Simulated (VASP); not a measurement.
# SnTe (Fm-3m) in VASP: a series of runs

SnTe is run at these levels: PBE, PBEsol, LDA; tasks: elastic constants.

All numbers are computed with VASP 6.6.1; they aren't measurements. Logs are shortened: lines on timing, memory, paths and dates and some standing lists are left out, and cuts for length are marked.

### Step 1. The cell of the first run

Symmetry: Fm-3m, No. 225, cubic system. Conventional cell: a = 6.302 Å, b = 6.302 Å, c = 6.302 Å, α = 90.00°, β = 90.00°, γ = 90.00°. Within 4.1 Å of Te (site symmetry m-3m) lie 6 Sn at 3.15 Å. Within 4.1 Å of Sn (site symmetry m-3m) lie 6 Te at 3.15 Å.

### Step 2. Elastic constants, PBE

Input file INCAR:

```
  PREC = Accurate
  ENCUT = 600
  EDIFF = 1E-8
  ISMEAR = 0
  SIGMA = 0.01
  LREAL = False
  LASPH = True
  NELM = 100
  ALGO = Normal
  ISIF = 3
  LWAVE = False
  LCHARG = True
  GGA = PE
  IBRION = 6
  NFREE = 2
  POTIM = 0.015
  NSW = 1
```

Input file KPOINTS:

```
Automatic mesh
0
Gamma
  5 5 5
```

Input file POSCAR:

```
SnTe
1.0
    0.0000000000      3.1508500000      3.1508500000
    3.1508500000      0.0000000000      3.1508500000
    3.1508500000      3.1508500000      0.0000000000
Te Sn
1 1
Direct
    0.5000000000      0.5000000000      0.5000000000
    0.0000000000      0.0000000000      0.0000000000
```

Potentials or basis: VASP PAW PBE potentials, release 64 (Te, Sn_d).

Launch:

```console
$ cat potpaw_PBE.64/Te/POTCAR potpaw_PBE.64/Sn_d/POTCAR > POTCAR
$ mpirun -np 1 vasp_std > vasp.out
```

OUTCAR:

```text
PREC = Accurate
   ENCUT = 600
   EDIFF = 1E-8
   ISMEAR = 0
   LREAL = False
   LASPH = True
   NELM = 100
   ISIF = 3
   GGA = PE
   IBRION = 6
   NFREE = 2
   POTIM = 0.015
   NSW = 1

 ion  position               nearest neighbor table
   1  0.500  0.500  0.500-   2 3.15   2 3.15   2 3.15   2 3.15   2 3.15   2 3.15
   2  0.000  0.000  0.000-   1 3.15   1 3.15   1 3.15   1 3.15   1 3.15   1 3.15

  LATTYP: Found a face centered cubic cell.
 ALAT       =     6.3017000000

  Lattice vectors:

 A1 = (   0.0000000000,   3.1508500000,   3.1508500000)
 A2 = (   3.1508500000,   0.0000000000,   3.1508500000)
 A3 = (   3.1508500000,   3.1508500000,   0.0000000000)

Analysis of symmetry for initial positions (statically):
[... 33 lines left out ...]
                                     Primitive cell

  volume of cell :      62.5624

  direct lattice vectors                    reciprocal lattice vectors
     0.000000000  3.150850000  3.150850000    -0.158687338  0.158687338  0.158687338
     3.150850000  0.000000000  3.150850000     0.158687338 -0.158687338  0.158687338
     3.150850000  3.150850000  0.000000000     0.158687338  0.158687338 -0.158687338

  length of vectors
     4.455974803  4.455974803  4.455974803     0.274854533  0.274854533  0.274854533

  position of ions in fractional coordinates (direct lattice)
     0.500000000  0.500000000  0.500000000
     0.000000000  0.000000000  0.000000000

  ion indices of the primitive-cell ions
   primitive index   ion index
                 1           1
                 2           2

----------------------------------------------------------------------------------------

 KPOINTS: Automatic mesh

Automatic generation of k-mesh.
 Grid dimensions read from file:
 generate k-points for:    5    5    5

 Generating k-lattice:

  Cartesian coordinates                     Fractional coordinates (reciprocal lattice)
    -0.031737468  0.031737468  0.031737468     0.200000000  0.000000000  0.000000000
     0.031737468 -0.031737468  0.031737468     0.000000000  0.200000000  0.000000000
     0.031737468  0.031737468 -0.031737468     0.000000000  0.000000000  0.200000000

  Length of vectors
     0.054970907  0.054970907  0.054970907

  Shift w.r.t. Gamma in fractional coordinates (k-lattice)
     0.000000000  0.000000000  0.000000000

 Subroutine IBZKPT returns following result:
 ===========================================

 Found     10 irreducible k-points:

 Following reciprocal coordinates:
            Coordinates               Weight
  0.000000  0.000000  0.000000      1.000000
  0.200000  0.000000  0.000000      8.000000
  0.400000  0.000000  0.000000      8.000000
  0.200000  0.200000  0.000000      6.000000
  0.400000  0.200000  0.000000     24.000000
 -0.400000  0.200000  0.000000     24.000000
 -0.200000  0.200000  0.000000     12.000000
  0.400000  0.400000  0.000000      6.000000
 -0.400000  0.400000  0.000000     12.000000
 -0.400000  0.400000  0.200000     24.000000
   k-points           NKPTS =     10   k-points in BZ     NKDIM =     10   number of bands    NBANDS=     14
   number of dos      NEDOS =    301   number of ions     NIONS =      2
   total plane-waves  NPLWV =  46656
   dimension x,y,z NGX =    36 NGY =   36 NGZ =   36
   dimension x,y,z NGXF=    72 NGYF=   72 NGZF=   72
   ions per type =               1   1
   NGX,Y,Z   is equivalent  to a cutoff of  13.43, 13.43, 13.43 a.u.
   NGXF,Y,Z  is equivalent  to a cutoff of  26.86, 26.86, 26.86 a.u.
 SYSTEM =  unknown system
   PREC   = accura    normal or accurate (medium, high low for compatibility)
   ISTART =      0    job   : 0-new  1-cont  2-samecut
   ICHARG =      2    charge: 1-file 2-atom 10-const
   ISPIN  =      1    spin polarized calculation?
   LNONCOLLINEAR =      F non collinear calculations
   LSORBIT =      F    spin-orbit coupling
   LASPH  =      T    aspherical Exc in radial PAW
   ENCUT  =  600.0 eV  44.10 Ry    6.64 a.u.   8.90  8.90  8.90*2*pi/ulx,y,z
   NELM   =    100;   NELMIN=  2; NELMDL= -5     # of ELM steps
   EDIFF  = 0.1E-07   stopping-criterion for ELM
   LREAL  =      F    real-space projection
   EDIFFG = 0.1E-06   stopping-criterion for IOM
   NSW    =     61    number of steps for IOM
   IBRION =      6    ionic relax: 0-MD 1-quasi-New 2-CG
   NFREE  =      2    steps in history (QN), initial steepest desc. (CG)
   ISIF   =      3    stress and relaxation
   ISYM   =      2    0-nonsym 1-usesym 2-fastsym
   POTIM  = 0.0150    time-step for ionic-motion
   TEBEG  =    0.0;   TEEND  =   0.0 temperature during run
   PSTRESS=    0.0 pullay stress
   NELECT =      20.0000    total number of electrons
   NUPDOWN=      -1.0000    fix difference up-down
   EMIN   =  10.00;   EMAX   =-10.00  energy-range for DOS
   EFERMI =   0.00;   METHOD = LEGACY
   ISMEAR =     0;   SIGMA  =   0.01  broadening in eV -4-tet -1-fermi 0-gaus
   EFERMI_NEDOS =   21; number of points for ismear=-14 and -15
   IALGO  =     38    algorithm
   IMIX   =      4    mixing-type and parameters
     AMIX     =   0.40;   BMIX     =  1.00
     AMIX_MAG =   1.60;   BMIX_MAG =  1.00
  volume/ion in A,a.u.               =      31.28       211.10
  Fermi-wavevector in a.u.,A,eV,Ry     =   1.119387  2.115336 17.048485  1.253028
  Thomas-Fermi vector in A             =   2.256026
   LORBIT       =      0    0 simple, 1 ext, 2 COOP (PROOUT), +10 PAW based schemes
   GGA     = PE    functional components
   LHFCALC =     F    Hartree Fock is set to
   AEXX    =    0.0000 exact exchange contribution
   IVDW    =     0    specifies the selected vdW correction
   LEPSILON=     F    determine dielectric tensor
   LRPA    =     F    only Hartree local field effects (RPA)
 finite differences with symmetry
 non-spin polarized calculation
 Gauss-broadening in eV      SIGMA  =   0.01
  energy-cutoff  :      600.00
  volume of cell :       62.56
 maximum number of plane-waves:      2107
   NGX = 17   NGY = 17   NGZ = 17

--------------------------------------- Ionic step        1  -------------------------------------------

 number of electron      19.9999998 magnetization

 Free energy of the ion-electron system (eV)
  ---------------------------------------------------
  ext. energy  EPLUGINS =         0.00000000
  ---------------------------------------------------
  free energy    TOTEN  =        -7.54756311 eV

  energy without entropy =       -7.54756311  energy(sigma->0) =       -7.54756311

------------------------ aborting loop because EDIFF is reached ----------------------------------------

  FORCE on cell =-STRESS in cart. coord.  units (eV):
  Direction    XX          YY          ZZ          XY          YZ          ZX
  --------------------------------------------------------------------------------------
  -------------------------------------------------------------------------------------
  Total        0.8710533      0.8710533      0.8710533      0.0000000      0.0000000     -0.0000000
  in kB       22.3070483     22.3070483     22.3070483      0.0000000      0.0000000     -0.0000000
  external PRESSURE =      22.3070483 kB  Pullay stress =       0.0000000 kB
[... 89 lines left out ...]
  FREE ENERGIE OF THE ION-ELECTRON SYSTEM (eV)
  ---------------------------------------------------
  free  energy   TOTEN  =        -7.5278764133 eV

  energy  without entropy=       -7.5278764133  energy(sigma->0) =       -7.52787641

[... ionic steps 4 to 14 ...]

--------------------------------------- Ionic step       15  -------------------------------------------

 number of electron      19.9999998 magnetization

------------------------ aborting loop because EDIFF is reached ----------------------------------------
[... 67 lines left out ...]
--------------------------------------- Ionic step       17  -------------------------------------------

 number of electron      19.9999999 magnetization

 Free energy of the ion-electron system (eV)
  ---------------------------------------------------
  ext. energy  EPLUGINS =         0.00000000
  ---------------------------------------------------
  free energy    TOTEN  =        -7.54757969 eV

  energy without entropy =       -7.54757969  energy(sigma->0) =       -7.54757969

 E-fermi :   6.6928     XC(G=0):  -9.5007

 val. band max:        6.6140521273   @ k =   0.0000  -0.2000   0.2000
 cond. band min:       7.5328208604   @ k =   0.4000   0.0000   0.0000
 fundamental gap:      0.9187687331
 Fermi energy:         6.6927702445

 k-point     1 :       0.0000    0.0000    0.0000
  band No.  band energies     occupation
      1     -14.9594      2.00000
      2     -14.9594      2.00000
      3     -14.9530      2.00000
      4     -14.9529      2.00000
      5     -14.9529      2.00000
      6      -5.8541      2.00000
      7       2.2722      2.00000
      8       4.8062      2.00000
      9       4.8070      2.00000
     10       4.8070      2.00000
     11      10.3008      0.00000
     12      10.3008      0.00000
     13      10.3030      0.00000
     14      11.7034      0.00000
[... 316 lines left out ...]
  FREE ENERGIE OF THE ION-ELECTRON SYSTEM (eV)
  ---------------------------------------------------
  free  energy   TOTEN  =        -7.5475796860 eV

  energy  without entropy=       -7.5475796860  energy(sigma->0) =       -7.54757969

 INTERNAL STRAIN TENSORS FROM STRAINED CELLS
 ============================================

 INTERNAL STRAIN TENSOR FOR ION    1 for displacements in x,y,z  (eV/Angst):
          X           Y           Z          XY          YZ          ZX
  --------------------------------------------------------------------------------
  x     0.00000     0.00000    -0.00000     0.00000     0.00000     0.00000
  y    -0.00000     0.00000     0.00000    -0.00000     0.00000     0.00000
  z     0.00000    -0.00000     0.00000     0.00000    -0.00000    -0.00000

 INTERNAL STRAIN TENSORS FROM DISPLACED ATOMS
 ============================================

 INTERNAL STRAIN TENSOR FOR ION    1 for displacements in x,y,z  (eV/Angst):
          X           Y           Z          XY          YZ          ZX
  --------------------------------------------------------------------------------
  x     0.00000     0.00000     0.00000     0.00000     0.00000     0.00000
  y     0.00000     0.00000     0.00000     0.00000     0.00000     0.00000
  z     0.00000     0.00000     0.00000     0.00000     0.00000     0.00000

 INTERNAL STRAIN TENSOR FOR ION    2 for displacements in x,y,z  (eV/Angst):
          X           Y           Z          XY          YZ          ZX
  --------------------------------------------------------------------------------
  x     0.00000     0.00000     0.00000     0.00000     0.00000     0.00000
  y     0.00000     0.00000     0.00000     0.00000     0.00000     0.00000
  z     0.00000     0.00000     0.00000     0.00000     0.00000     0.00000

 Eigenvectors and eigenvalues of the dynamical matrix
 ----------------------------------------------------

   1 f  =    0.001484 THz     0.009325 2PiTHz    0.049507 cm-1     0.006138 meV
             X         Y         Z           dx          dy          dz
      3.150850  3.150850  3.150850    -0.347712   -0.582004    0.237581
      0.000000  0.000000  0.000000    -0.336705   -0.563582    0.230061

   2 f  =    0.001484 THz     0.009325 2PiTHz    0.049507 cm-1     0.006138 meV
             X         Y         Z           dx          dy          dz
      3.150850  3.150850  3.150850    -0.043670    0.293211    0.654368
      0.000000  0.000000  0.000000    -0.042288    0.283930    0.633655

   3 f  =    0.001484 THz     0.009325 2PiTHz    0.049507 cm-1     0.006138 meV
             X         Y         Z           dx          dy          dz
      3.150850  3.150850  3.150850    -0.627110    0.302284   -0.177299
      0.000000  0.000000  0.000000    -0.607260    0.292715   -0.171687

   4 f/i=    0.753171 THz     4.732313 2PiTHz   25.123082 cm-1     3.114864 meV
             X         Y         Z           dx          dy          dz
      3.150850  3.150850  3.150850     0.000000   -0.695646    0.000000
      0.000000  0.000000  0.000000    -0.000000    0.718385   -0.000000

   5 f/i=    0.753171 THz     4.732313 2PiTHz   25.123082 cm-1     3.114864 meV
             X         Y         Z           dx          dy          dz
      3.150850  3.150850  3.150850     0.000000    0.000000   -0.695646
      0.000000  0.000000  0.000000     0.000000    0.000000    0.718385

   6 f/i=    0.753171 THz     4.732313 2PiTHz   25.123082 cm-1     3.114864 meV
             X         Y         Z           dx          dy          dz
      3.150850  3.150850  3.150850     0.695646   -0.000000    0.000000
      0.000000  0.000000  0.000000    -0.718385   -0.000000    0.000000

--------------------------------------------------------------------------------------------------------

 ELASTIC MODULI CONTR FROM IONIC RELAXATION (kBar)
 Direction    XX          YY          ZZ          XY          YZ          ZX
 --------------------------------------------------------------------------------
 XX           0.0000      0.0000      0.0000      0.0000      0.0000      0.0000
 YY           0.0000      0.0000      0.0000      0.0000      0.0000      0.0000
 ZZ           0.0000      0.0000      0.0000      0.0000      0.0000      0.0000
 XY           0.0000      0.0000      0.0000      0.0000      0.0000      0.0000
 YZ           0.0000      0.0000      0.0000      0.0000      0.0000      0.0000
 ZX           0.0000      0.0000      0.0000      0.0000      0.0000      0.0000
 --------------------------------------------------------------------------------

 TOTAL ELASTIC MODULI (kBar)
 Direction    XX          YY          ZZ          XY          YZ          ZX
 --------------------------------------------------------------------------------
 XX        1403.0667      5.0494      5.0494     -0.0000      0.0000      0.0000
 YY           5.0494   1403.0667      5.0494      0.0000     -0.0000      0.0000
 ZZ           5.0494      5.0494   1403.0667      0.0000     -0.0000     -0.0000
 XY          -0.0000      0.0000      0.0000    160.9452     -0.0000      0.0000
 YZ           0.0000     -0.0000     -0.0000     -0.0000    160.9452      0.0000
 ZX           0.0000      0.0000     -0.0000      0.0000      0.0000    160.9452
 --------------------------------------------------------------------------------
```

It took 2.3 min on 1 thread of Intel Xeon 6975P-C (Granite Rapids), shared host; peak memory 0.25 GiB.

Results:

- Elastic constants C11, C12, C44: 140, 1, 16 GPa
- Voigt bulk modulus: 47 GPa
- Highest phonon frequency at Γ, LO-TO splitting left out: 0 cm⁻¹
- Most unstable mode: 25i cm⁻¹

Phonon frequencies in cm⁻¹ (negative: imaginary):
```
              q point        frequencies
(0.000, 0.000, 0.000)  -25 -25 -25 0 0 0
```

Elastic tensor in Voigt notation (GPa, in the Cartesian axes of the cell as first typed):
```
140   1   1   0   0   0
  1 140   1   0   0   0
  1   1 140   0   0   0
  0   0   0  16   0   0
  0   0   0   0  16   0
  0   0   0   0   0  16
```

Clamped-ion elastic tensor (GPa):
```
140   1   1   0   0   0
  1 140   1   0   0   0
  1   1 140   0   0   0
  0   0   0  16   0   0
  0   0   0   0  16   0
  0   0   0   0   0  16
```

Caveat: the cell is under stress, which shifts elastic constants; some modes are imaginary; this odd mesh misses L, where the gap lies, so gap, dielectric constants and Born charges aren't listed; spin-orbit coupling is left out, which moves the levels of the heavy elements.

### Step 3. Elastic constants, PBEsol

Input file INCAR:

```
SYSTEM = SnTe
ALGO     = Normal         ! electronic algorithm
EDIFF    = 1E-8           ! SCF threshold, eV
ENCUT    = 600            ! plane-wave cutoff, eV
GGA      = PS             ! functional
IBRION   = 6              ! ionic algorithm
ISIF     = 3              ! what is computed and relaxed
ISMEAR   = 0              ! smearing method
LASPH    = .TRUE.         ! aspherical terms in the spheres
LCHARG   = .FALSE.        ! write CHGCAR
LREAL    = .FALSE.        ! projectors in reciprocal space
LWAVE    = .FALSE.        ! write WAVECAR
NBANDS   = 17             ! bands
NELM     = 80             ! most SCF steps
NFREE    = 2            
NSW      = 1              ! ionic steps
POTIM    = 0.015          ! step
PREC     = Accurate       ! precision mode
SIGMA    = 0.01           ! smearing width, eV
```

Input file KPOINTS:

```
k-points
0
G
  5 5 5
  0 0 0
```

POSCAR is that of step 2.

Potentials or basis: VASP PAW PBE potentials, release 64 (Te, Sn_d).

Launch:

```console
$ cat potpaw_PBE.64/Te/POTCAR potpaw_PBE.64/Sn_d/POTCAR > POTCAR
$ mpirun -np 1 vasp_std > vasp.out
```

It took 3.2 min on 1 thread of Intel Xeon 6975P-C (Granite Rapids), shared host; peak memory 0.25 GiB.

The run converged. Its results:

| Quantity | Value |
| --- | --- |
| Elastic constants C11, C12, C44 | 134, 1, 17 GPa |
| Voigt bulk modulus | 45 GPa |
| Highest phonon frequency at Γ, LO-TO splitting left out | 0 cm⁻¹ |
| Most unstable mode | 35i cm⁻¹ |

Phonon frequencies in cm⁻¹ (negative: imaginary):
| q point | frequencies |
| --- | --- |
| (0.000, 0.000, 0.000) | -35 -35 -35 0 0 0 |

Elastic tensor in Voigt notation (GPa, in the Cartesian axes of the cell as first typed):
```
134   1   1   0   0   0
  1 134   1   0   0   0
  1   1 134   0   0   0
  0   0   0  17   0   0
  0   0   0   0  17   0
  0   0   0   0   0  17
```

Clamped-ion elastic tensor (GPa):
```
134   1   1   0   0   0
  1 134   1   0   0   0
  1   1 134   0   0   0
  0   0   0  17   0   0
  0   0   0   0  17   0
  0   0   0   0   0  17
```

Caveat: some modes are imaginary; this odd mesh misses L, where the gap lies, so gap, dielectric constants and Born charges aren't listed; the PAW data sets were made with another functional, which shifts forces and pressure a little; spin-orbit coupling is left out, which moves the levels of the heavy elements.

(Continued in part 2 of 2.)
